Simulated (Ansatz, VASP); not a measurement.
## Two plane-wave programs on Sr

Contents of INCAR:

```
PREC     = Accurate       # precision mode
ENCUT    = 520            # plane-wave cutoff, eV
EDIFF    = 1E-6           # SCF threshold, eV
ISMEAR   = 0              # smearing method
SIGMA    = 0.1            # smearing width, eV
LREAL    = False          # projectors in reciprocal space
LASPH    = True           # aspherical terms in the spheres
NELM     = 80             # most SCF steps
ALGO     = Normal         # electronic algorithm
ISIF     = 2              # what is computed and relaxed
LWAVE    = False          # write WAVECAR
LCHARG   = False          # write CHGCAR
GGA      = PE             # functional
NBANDS   = 11             # bands
```

The input KPOINTS:

```
regular mesh
0
Gamma
  12 12 12
```

Contents of POSCAR:

```
Sr
1.0
   -2.3886977500      2.3886977500      2.3886977500
    2.3886977500     -2.3886977500      2.3886977500
    2.3886977500      2.3886977500     -2.3886977500
Sr
1
Direct
    0.0000000000      0.0000000000      0.0000000000
```

Input for Ansatz:

```yaml
crystal:
  lattice:
    - [-2.38869775, 2.38869775, 2.38869775]
    - [2.38869775, -2.38869775, 2.38869775]
    - [2.38869775, 2.38869775, -2.38869775]
  atoms:
    - { symbol: Sr, position: [0.0, 0.0, 0.0] }
basis:
  ecutwfc: 420
kpoints:
  mp_grid: { grid: [12, 12, 12] }
hamiltonian:
  xc: pbe
scf:
  occupations: { method: gaussian, width: 0.1 }
output:
  forces: true
  stress: true
  eigenvalues: true
  populations: true
```

Alike in both runs: task single point; functional PBE; k mesh 12 × 12 × 12; occupations gaussian, width 0.1 eV; no spin polarisation.

|  | VASP | Ansatz |
| --- | --- | --- |
| version | VASP 6.6.1 | Ansatz 0.2.0 |
| potentials or method | VASP PAW PBE potentials, release 64 (Sr_sv), cutoff 520 eV | scalar-relativistic, plane waves, PAW |
| valence electrons in the cell | 10 | 10 |

|  | VASP | Ansatz | Ansatz less VASP |
| --- | --- | --- | --- |
| gap on the k mesh at the Fermi level (eV) | none | none | - |
| pressure (GPa) | -0.1 | -0.1 | -0.01 |

A gap of «none» marks a metal or a gap that the smearing closes. With one functional, cell and mesh, what is left measures potentials, basis and numerics.
